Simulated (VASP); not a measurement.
Here is a VASP 6.6.1 calculation.

INCAR

```
SYSTEM = Si16H7O
PREC = Accurate ; ENCUT = 520
EDIFF = 1E-6 ; ISMEAR = -1
SIGMA = 0.02 ; LREAL = .False.
LASPH = .True. ; NELM = 200
ALGO = Normal ; ISIF = 2
LWAVE = .False. ; LCHARG = .True.
ISPIN = 2 ; MAGMOM = 0 0 0 0 0 0 0 0 0 0 0 0 0 0 0 0 0 0 0 0 0 0 0 1
LORBIT = 11 ; GGA = PS
LELF = .True. ; LVHAR = .True.
NBANDS = 60 ; GGA_COMPAT = .False.
NELMDL = -8
```

Contents of KPOINTS:

```
Automatic mesh
0
Gamma
  2 2 1
  0 0 0
```

File POSCAR:

```
Si16H7O
1.0
    7.6791800000      0.0000000000      0.0000000000
    3.8395900000      6.6503650000      0.0000000000
    0.0000000000      0.0000000000     17.8687650000
H Si O
7 16 1
Direct
    0.1666668792      0.1666675438      0.0559635767
    0.6666681814      0.1666675438      0.0559635767
    0.1666662146      0.6666701752      0.0559635767
    0.6666675168      0.6666701752      0.0559635767
    0.5304200057     -0.0251565140      0.4408250934
    0.0149754041      0.4959126304      0.4472273266
    0.6075032573      0.5808102262      0.4341542351
    0.1666668792      0.1666675438      0.1399089417
    0.6666681814      0.1666675438      0.1399089417
    0.1666662146      0.6666701752      0.1399089417
    0.6666675168      0.6666701752      0.1399089417
   -0.1647144608      0.3326584330      0.1754737946
    0.3369345324      0.3411090970      0.1783671115
   -0.1702228028      0.8307062845      0.1806784073
    0.3277646236      0.8305408801      0.1806056546
   -0.1848915027      0.3167044215      0.3046153441
    0.3285035390      0.3048404110      0.3212533155
   -0.1503811125      0.7959713489      0.3132952949
    0.3391479918      0.8482993039      0.3113589551
   -0.0001084574     -0.0006165075      0.3509979565
    0.5260473822     -0.0260737569      0.3559899075
   -0.0053274926      0.4722146830      0.3620171847
    0.5076516173      0.5421807675      0.3664886745
    0.3692152709      0.4476596397      0.3907992522
```

Potentials or basis: VASP PAW PBE potentials, release 64 (H, Si, O).

Run with:

```console
$ cat potpaw_PBE.64/H/POTCAR potpaw_PBE.64/Si/POTCAR potpaw_PBE.64/O/POTCAR > POTCAR
$ mpirun -np 1 vasp_std > vasp.out
```

Task: What does it give for the band gap on the k mesh?

Result: 0.68 eV (least direct gap 0.76 eV).

Task: What does it give for the site moments?

Result: H +0.00, +0.01, -0.00 (each value once); Si -0.00, +0.02, +0.00, +0.01, +0.23 (each value once); O +0.00 μB.

Forces on the atoms (eV/Å):
```
H    0.052  0.008 -0.167
H   -0.061 -0.134 -0.174
H    0.063  0.022 -0.140
H   -0.017  0.038 -0.188
H   -0.180 -0.041 -0.162
H   -0.457 -0.192 -0.633
H   -0.443 -0.054 -0.075
Si   0.545 -0.149 -0.076
Si   0.173 -0.206 -0.247
Si  -0.658  0.415 -0.295
Si  -0.546  0.094 -0.383
Si  -0.132  0.066  0.434
Si  -0.569 -0.755  1.677
Si   0.471 -0.038  0.543
Si   0.923  0.438  0.229
Si   0.330  0.998  0.730
Si   0.414  1.156  0.184
Si   1.165  0.660 -0.207
Si  -1.406  0.120 -0.598
Si  -0.494 -1.035 -0.178
Si   0.623  0.640  0.645
Si  -0.398 -0.520 -0.240
Si   1.723 -0.469  0.320
O   -1.122 -1.061 -0.996
```

Caveat: the k points lie up to 0.47 Å⁻¹ apart; the atoms stand as in a frame of molecular dynamics; the PAW data sets were made with another functional, which shifts forces and pressure a little.
